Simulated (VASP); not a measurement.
# KNb3O (Cmmm) in VASP: relaxation of cell and atoms with PBE

Aim: the relaxation of cell and atoms of KNb3O with PBE.

All numbers are computed with VASP 6.6.1; they aren't measurements. Logs are shortened: lines on timing, memory, paths and dates and some standing lists are left out, and cuts for length are marked.

## 1. The cell of the first run

It takes space group Cmmm (No. 65, orthorhombic). Conventional cell: a = 5.302 Å, b = 7.907 Å, c = 5.100 Å, α = 90.00°, β = 90.00°, γ = 90.00°. Within 3.4 Å of K (site symmetry mmm) lie 8 Nb at 2.55 to 2.89 Å. Within 3.2 Å of Nb (site symmetry m2m) lie 3 Nb at 2.32 to 3.11 Å and 3 K at 2.79 to 2.89 Å and 2 O at 2.80 Å. Nb (site symmetry mmm) has 2 K at 2.55 Å and 2 O at 2.65 Å within 3.4 Å. Within 3.5 Å of O (site symmetry mmm) lie 6 Nb at 2.65 to 2.80 Å.

The cell was generated, and may not be a known phase.

## 2. Relaxation of cell and atoms, PBE, collinear spin

INCAR

```
SYSTEM = KNb3O
ALGO     = Normal         ! electronic algorithm
EDIFF    = 1E-6           ! SCF threshold, eV
EDIFFG   = -0.04          ! ionic threshold
ENCUT    = 600            ! plane-wave cutoff, eV
GGA      = PE             ! functional
IBRION   = 2              ! ionic algorithm
ISIF     = 3              ! what is computed and relaxed
ISMEAR   = 0              ! smearing method
ISPIN    = 2              ! spin polarisation
LASPH    = .True.         ! aspherical terms in the spheres
LCHARG   = .False.        ! write CHGCAR
LMAXMIX  = 4              ! l up to which the mixer works
LORBIT   = 11             ! projections on sites
LREAL    = .False.        ! projectors in reciprocal space
LWAVE    = .False.        ! write WAVECAR
MAGMOM   = 0.04 -0.07 -0.07 0.97 -0.09 ! initial moments
NELM     = 150            ! most SCF steps
NSW      = 90             ! ionic steps
PREC     = Accurate       ! precision mode
SIGMA    = 0.1            ! smearing width, eV
```

KPOINTS

```
k-points
0
Gamma
  4 4 4
  0 0 0
```

POSCAR

```
KNb3O
1.0
    2.6509030200     -3.9534160700      0.0000000000
    2.6509030200      3.9534160700      0.0000000000
    0.0000000000      0.0000000000      5.0995269300
K Nb O
1 3 1
Direct
    0.5000000000      0.5000000000      0.0000000000
    0.1469929600      0.8530070400      0.0000000000
    0.8530070400      0.1469929600      0.0000000000
    0.5000000000      0.5000000000      0.5000000000
    0.0000000000      0.0000000000      0.5000000000
```

Potentials or basis: VASP PAW PBE potentials, release 64 (K_sv, Nb_sv, O).

Started as:

```
$ cat potpaw_PBE.64/K_sv/POTCAR potpaw_PBE.64/Nb_sv/POTCAR potpaw_PBE.64/O/POTCAR > POTCAR
$ mpirun -np 1 vasp_std > vasp.out
```

OUTCAR:

```text
SYSTEM = KNb3O
   EDIFF = 1E-6
   EDIFFG = -0.04
   ENCUT = 600
   GGA = PE
   IBRION = 2
   ISIF = 3
   ISMEAR = 0
   ISPIN = 2
   LASPH = .True.
   LORBIT = 11
   LREAL = .False.
   NELM = 150
   NSW = 90
   PREC = Accurate

 ion  position               nearest neighbor table
   1  0.500  0.500  0.000-   4 2.55   4 2.55   2 2.79   3 2.79   2 2.89   3 2.89   2 2.89   3 2.89

   2  0.147  0.853  0.000-   3 2.32   1 2.79   1 2.89   1 2.89
   3  0.853  0.147  0.000-   2 2.32   1 2.79   1 2.89   1 2.89
   4  0.500  0.500  0.500-   1 2.55   1 2.55
   5  0.000  0.000  0.500-

  LATTYP: Found a base centered orthorhombic cell.
 ALAT       =     5.3018060400
 B/A-ratio  =     1.4913469260
 C/A-ratio  =     0.9618471312

  Lattice vectors:

 A1 = (   2.6509030200,  -3.9534160700,   0.0000000000)
 A2 = (   2.6509030200,   3.9534160700,   0.0000000000)
 A3 = (   0.0000000000,   0.0000000000,   5.0995269300)

Analysis of symmetry for initial positions (statically):
=====================================================================
 Subroutine PRICEL returns:
 Original cell was already a primitive cell.

 Routine SETGRP: Setting up the symmetry group for a
 base centered orthorhombic supercell.

 Subroutine GETGRP returns: Found  8 space group operations
 (whereof  8 operations were pure point group operations)
 out of a pool of  8 trial point group operations.

The static configuration has the point symmetry D_2h.

Analysis of symmetry for dynamics (positions and initial velocities):
=====================================================================
 Subroutine PRICEL returns:
 Original cell was already a primitive cell.

 Routine SETGRP: Setting up the symmetry group for a
 base centered orthorhombic supercell.

 Subroutine GETGRP returns: Found  8 space group operations
 (whereof  8 operations were pure point group operations)
 out of a pool of  8 trial point group operations.

The dynamic configuration has the point symmetry D_2h.

Analysis of structural, dynamic, and magnetic symmetry:
=====================================================================
 Subroutine PRICEL returns:
 Original cell was already a primitive cell.

 Routine SETGRP: Setting up the symmetry group for a
 base centered orthorhombic supercell.

 Subroutine GETGRP returns: Found  8 space group operations
 (whereof  8 operations were pure point group operations)
 out of a pool of  8 trial point group operations.

The overall configuration has the point symmetry D_2h.

 Subroutine INISYM returns: Found  8 space group operations
 (whereof  8 operations are pure point group operations),
 and found     1 'primitive' translations

----------------------------------------------------------------------------------------

                                     Primitive cell

  volume of cell :     106.8873

  direct lattice vectors                    reciprocal lattice vectors
     2.650903020 -3.953416070  0.000000000     0.188614972 -0.126472901  0.000000000
     2.650903020  3.953416070  0.000000000     0.188614972  0.126472901  0.000000000
     0.000000000  0.000000000  5.099526930     0.000000000  0.000000000  0.196096621

  length of vectors
     4.759914437  4.759914437  5.099526930     0.227092498  0.227092498  0.196096621

  position of ions in fractional coordinates (direct lattice)
     0.500000000  0.500000000  0.000000000
     0.146992960  0.853007040  0.000000000
     0.853007040  0.146992960  0.000000000
     0.500000000  0.500000000  0.500000000
     0.000000000  0.000000000  0.500000000

  ion indices of the primitive-cell ions
   primitive index   ion index
                 1           1
                 2           2
                 3           3
                 4           4
                 5           5

----------------------------------------------------------------------------------------

 KPOINTS: k-points

Automatic generation of k-mesh.
 Grid dimensions read from file:
 generate k-points for:    4    4    4

 Generating k-lattice:

  Cartesian coordinates                     Fractional coordinates (reciprocal lattice)
     0.047153743 -0.031618225  0.000000000     0.250000000  0.000000000  0.000000000
     0.047153743  0.031618225  0.000000000     0.000000000  0.250000000  0.000000000
     0.000000000  0.000000000  0.049024155     0.000000000  0.000000000  0.250000000

  Length of vectors
     0.056773124  0.056773124  0.049024155

  Shift w.r.t. Gamma in fractional coordinates (k-lattice)
     0.000000000  0.000000000  0.000000000

 Subroutine IBZKPT returns following result:
 ===========================================

 Found     21 irreducible k-points:

 Following reciprocal coordinates:
            Coordinates               Weight
  0.000000  0.000000  0.000000      1.000000
  0.250000  0.000000  0.000000      4.000000
  0.500000  0.000000  0.000000      2.000000
  0.250000  0.250000  0.000000      2.000000
  0.500000  0.250000  0.000000      4.000000
 -0.250000  0.250000  0.000000      2.000000
[... 13 lines left out ...]
 -0.250000  0.250000  0.500000      2.000000
  0.500000  0.500000  0.500000      1.000000
   k-points           NKPTS =     21   k-points in BZ     NKDIM =     21   number of bands    NBANDS=     32
   number of dos      NEDOS =    301   number of ions     NIONS =      5
   total plane-waves  NPLWV =  67200
   dimension x,y,z NGX =    40 NGY =   40 NGZ =   42
   dimension x,y,z NGXF=    80 NGYF=   80 NGZF=   84
   ions per type =               1   3   1
   NGX,Y,Z   is equivalent  to a cutoff of  13.97, 13.97, 13.69 a.u.
   NGXF,Y,Z  is equivalent  to a cutoff of  27.94, 27.94, 27.38 a.u.
 SYSTEM =  KNb3O
   PREC   = accura    normal or accurate (medium, high low for compatibility)
   ISTART =      0    job   : 0-new  1-cont  2-samecut
   ICHARG =      2    charge: 1-file 2-atom 10-const
   ISPIN  =      2    spin polarized calculation?
   LNONCOLLINEAR =      F non collinear calculations
   LSORBIT =      F    spin-orbit coupling
   LASPH  =      T    aspherical Exc in radial PAW
   ENCUT  =  600.0 eV  44.10 Ry    6.64 a.u.   9.51  9.51 10.19*2*pi/ulx,y,z
   NELM   =    150;   NELMIN=  2; NELMDL= -5     # of ELM steps
   EDIFF  = 0.1E-05   stopping-criterion for ELM
   LREAL  =      F    real-space projection
   EDIFFG = -.4E-01   stopping-criterion for IOM
   NSW    =     90    number of steps for IOM
   IBRION =      2    ionic relax: 0-MD 1-quasi-New 2-CG
   NFREE  =      1    steps in history (QN), initial steepest desc. (CG)
   ISIF   =      3    stress and relaxation
   ISYM   =      2    0-nonsym 1-usesym 2-fastsym
   POTIM  = 0.5000    time-step for ionic-motion
   TEBEG  =    0.0;   TEEND  =   0.0 temperature during run
   PSTRESS=    0.0 pullay stress
   NELECT =      54.0000    total number of electrons
   NUPDOWN=      -1.0000    fix difference up-down
   EMIN   =  10.00;   EMAX   =-10.00  energy-range for DOS
   EFERMI =   0.00;   METHOD = LEGACY
   ISMEAR =     0;   SIGMA  =   0.10  broadening in eV -4-tet -1-fermi 0-gaus
   EFERMI_NEDOS =   21; number of points for ismear=-14 and -15
   IALGO  =     38    algorithm
   IMIX   =      4    mixing-type and parameters
     AMIX     =   0.40;   BMIX     =  1.00
     AMIX_MAG =   1.60;   BMIX_MAG =  1.00
  volume/ion in A,a.u.               =      21.38       144.26
  Fermi-wavevector in a.u.,A,eV,Ry     =   1.303859  2.463936 23.130565  1.700049
  Thomas-Fermi vector in A             =   2.434833
   LORBIT       =     11    0 simple, 1 ext, 2 COOP (PROOUT), +10 PAW based schemes
   GGA     = PE    functional components
   LHFCALC =     F    Hartree Fock is set to
   AEXX    =    0.0000 exact exchange contribution
   IVDW    =     0    specifies the selected vdW correction
   LEPSILON=     F    determine dielectric tensor
   LRPA    =     F    only Hartree local field effects (RPA)
 conjugate gradient relaxation of ions
 spin polarized calculation
 Gauss-broadening in eV      SIGMA  =   0.10
  energy-cutoff  :      600.00
  volume of cell :      106.89
 maximum number of plane-waves:      3593
 NGX is ok and might be reduce to    40
   NGX = 19   NGY = 19   NGZ = 21

--------------------------------------- Ionic step        1  -------------------------------------------

 number of electron      54.0000000 magnetization       0.0720428

 number of electron      54.0000000 magnetization      -0.0031336

 Free energy of the ion-electron system (eV)
  ---------------------------------------------------
  ext. energy  EPLUGINS =         0.00000000
  ---------------------------------------------------
  free energy    TOTEN  =       -26.79098564 eV

  energy without entropy =      -26.75560291  energy(sigma->0) =      -26.77329428

------------------------ aborting loop because EDIFF is reached ----------------------------------------

  FORCE on cell =-STRESS in cart. coord.  units (eV):
  Direction    XX          YY          ZZ          XY          YZ          ZX
  --------------------------------------------------------------------------------------
  -------------------------------------------------------------------------------------
  Total       -5.4941191      3.2847007     -6.7718702      0.0000000      0.0000000      0.0000000
  in kB      -82.3535646     49.2357020   -101.5062905      0.0000000      0.0000000      0.0000000
  external PRESSURE =     -44.8747177 kB  Pullay stress =       0.0000000 kB
[... 3069 lines left out ...]
     31       3.5989      0.05064
     32       4.2489      0.00000

[... ionic steps 4 to 20 ...]

--------------------------------------- Ionic step       21  -------------------------------------------

 number of electron      54.0000004 magnetization      -0.0037048

 number of electron      54.0000004 magnetization       0.0001856
[... 79 lines left out ...]
 number of electron      54.0000004 magnetization      -0.0028632

 number of electron      54.0000004 magnetization       0.0004375

 Free energy of the ion-electron system (eV)
  ---------------------------------------------------
  ext. energy  EPLUGINS =         0.00000000
  ---------------------------------------------------
  free energy    TOTEN  =       -28.96557227 eV

  energy without entropy =      -28.91853330  energy(sigma->0) =      -28.94205278

 E-fermi :   4.5470     XC(G=0):  -9.2381

 val. band max:        4.5451105526   @ k =   0.2500   0.2500   0.2500
 cond. band min:       4.5510842398   @ k =   0.5000   0.5000   0.0000
 fundamental gap:      0.0059736872
 Fermi energy:         4.5470326050
[... 1505 lines left out ...]
  FREE ENERGIE OF THE ION-ELECTRON SYSTEM (eV)
  ---------------------------------------------------
  free  energy   TOTEN  =       -28.9655722702 eV

  energy  without entropy=      -28.9185332978  energy(sigma->0) =      -28.94205278

 reached required accuracy - stopping structural energy minimisation

 total charge

# of ion       s       p       d       tot
------------------------------------------
    1        2.023   5.547   0.167   7.737
    2        2.206   5.903   2.877  10.985
    3        2.206   5.903   2.877  10.985
    4        2.172   5.975   2.379  10.525
    5        1.602   3.411   0.000   5.014
--------------------------------------------------
tot         10.208  26.739   8.300  45.247

 magnetization (x)

# of ion       s       p       d       tot
------------------------------------------
    1       -0.000  -0.000  -0.000  -0.000
    2       -0.000  -0.000   0.000   0.000
    3       -0.000  -0.000   0.000   0.000
    4        0.000   0.000   0.000   0.000
    5       -0.000  -0.000   0.000  -0.000
--------------------------------------------------
tot         -0.000  -0.000   0.000   0.000
```

It took 60 min on 1 thread of Intel Xeon 6975P-C (Granite Rapids), shared host; peak memory 0.41 GiB.

What came out:

```yaml
Free_energy: -28.9656 eV
Relaxed_volume: 26.03 Å³/atom
Relaxed_cell: a = 5.976 Å, b = 5.976 Å, c = 5.814 Å, α = 90.00°, β = 90.00°, γ = 141.19°
Space_group_after_relaxing_to_0.1_Å: Cmmm (No. 65)
Energy_gained_by_relaxing: 434.9 meV/atom
Ionic_steps: 23
Pressure_after_relaxing: 0.0 GPa
Largest_force_after_relaxing: 0.004 eV/Å
Band_gap_on_the_k_mesh: zero (filled and empty bands overlap)
Net_moment: 0.00 μB per cell
Valence_electrons_inside_the_program's_atomic_spheres: K 7.74; Nb 10.98, 10.53 (each value once); O 5.01
```

Forces in eV/Å, atoms in the order of the input:
```
K    0.000  0.000  0.000
Nb   0.000  0.004  0.000
Nb   0.000 -0.004  0.000
Nb   0.000  0.000  0.000
O    0.000  0.000  0.000
```

Step by step:
| step | energy change (eV) | largest force (eV/Å) | pressure (GPa) | volume (Å³) |
| --- | --- | --- | --- | --- |
| 1 | 0.0000 | 1.1779 | -4.49 | 106.89 |
| 2 | -0.7944 | 1.2670 | -2.51 | 97.61 |
| 3 | -1.0213 | 1.2274 | 1.12 | 91.82 |
| 4 | -1.0272 | 1.1193 | 3.36 | 89.47 |
| 5 | -1.3315 | 0.3837 | 4.10 | 90.09 |
| 6 | -1.3571 | 0.9458 | 5.99 | 90.21 |
| 7 | -1.7256 | 0.1560 | 0.81 | 99.44 |
| 8 | -1.8688 | 0.2192 | -0.71 | 106.31 |
| 9 | -2.0419 | 0.5689 | -2.17 | 120.25 |
| 10 | -1.8687 | 0.8256 | -2.07 | 148.47 |
| 11 | -2.0718 | 0.6538 | -2.31 | 124.96 |
| 12 | -1.8429 | 0.1207 | 6.26 | 127.00 |
| 13 | -2.1301 | 0.4358 | 0.01 | 125.75 |
| 14 | -2.1303 | 0.4262 | 0.16 | 125.80 |
| 15 | -2.1544 | 0.1652 | 0.23 | 126.58 |
| 16 | -2.1659 | 0.0841 | 0.32 | 127.33 |
| 17 | -2.1649 | 0.2260 | 0.60 | 128.81 |
| 18 | -2.1710 | 0.0154 | 0.41 | 127.93 |
| 19 | -2.1712 | 0.0479 | 0.46 | 128.17 |
| 20 | -2.1713 | 0.0268 | 0.45 | 128.10 |
| 21 | -2.1687 | 0.0548 | -0.75 | 130.70 |
| 22 | -2.1726 | 0.0031 | 0.01 | 129.04 |
| 23 | -2.1746 | 0.0040 | -0.01 | 130.13 |

Final structure:
```cif
data_structure
_symmetry_space_group_name_H-M 'P 1'
_symmetry_Int_Tables_number 1
_cell_length_a 5.9761
_cell_length_b 5.9761
_cell_length_c 5.8137
_cell_angle_alpha 90.000
_cell_angle_beta 90.000
_cell_angle_gamma 141.189
_cell_volume 130.13
loop_
_atom_site_label
_atom_site_type_symbol
_atom_site_fract_x
_atom_site_fract_y
_atom_site_fract_z
_atom_site_occupancy
K1 K 0.50000 0.50000 0.00000 1
Nb1 Nb 0.19075 0.80925 0.00000 1
Nb2 Nb 0.80925 0.19075 0.00000 1
Nb3 Nb 0.50000 0.50000 0.50000 1
O1 O 0.00000 0.00000 0.50000 1
```

Levels at points of the mesh, in eV from the Fermi level:
Spin up:
```tsv
k point	band 23	band 24	band 25	band 26	band 27	band 28	band 29	band 30	band 31	band 32
(0.00, 0.00, 0.00)	-1.47	-1.15	-1.06	-0.96	-0.68	-0.27	0.01	0.13	0.62	1.44
(0.50, 0.00, 0.00)	-1.44	-1.38	-0.74	-0.21	-0.14	0.15	0.47	0.49	1.33	1.64
(0.50, 0.50, 0.00)	-1.65	-1.18	-0.90	-0.76	-0.62	0.00	0.03	0.09	0.10	0.46
(0.00, 0.00, 0.50)	-1.39	-1.08	-1.04	-0.46	-0.26	-0.24	0.00	0.14	0.27	0.57
(0.50, 0.00, 0.50)	-1.72	-1.47	-0.19	0.17	0.40	0.42	0.70	0.89	1.03	1.15
(0.50, 0.50, 0.50)	-1.03	-0.98	-0.74	-0.66	-0.30	0.07	0.10	0.13	0.32	0.96
```
Spin down:
```csv
k point,band 25,band 26,band 27,band 28,band 29,band 30
"(0.00, 0.00, 0.00)",-1.06,-0.96,-0.68,-0.27,0.01,0.14
"(0.50, 0.00, 0.00)",-0.74,-0.21,-0.14,0.15,0.47,0.49
"(0.50, 0.50, 0.00)",-0.90,-0.76,-0.62,0.00,0.03,0.09
"(0.00, 0.00, 0.50)",-1.04,-0.46,-0.26,-0.24,0.00,0.14
"(0.50, 0.00, 0.50)",-0.19,0.17,0.40,0.42,0.70,0.89
"(0.50, 0.50, 0.50)",-0.74,-0.66,-0.30,0.07,0.10,0.13
```

Caveat: the volume moved by over 15 % at a fixed basis, so the end points are rough.
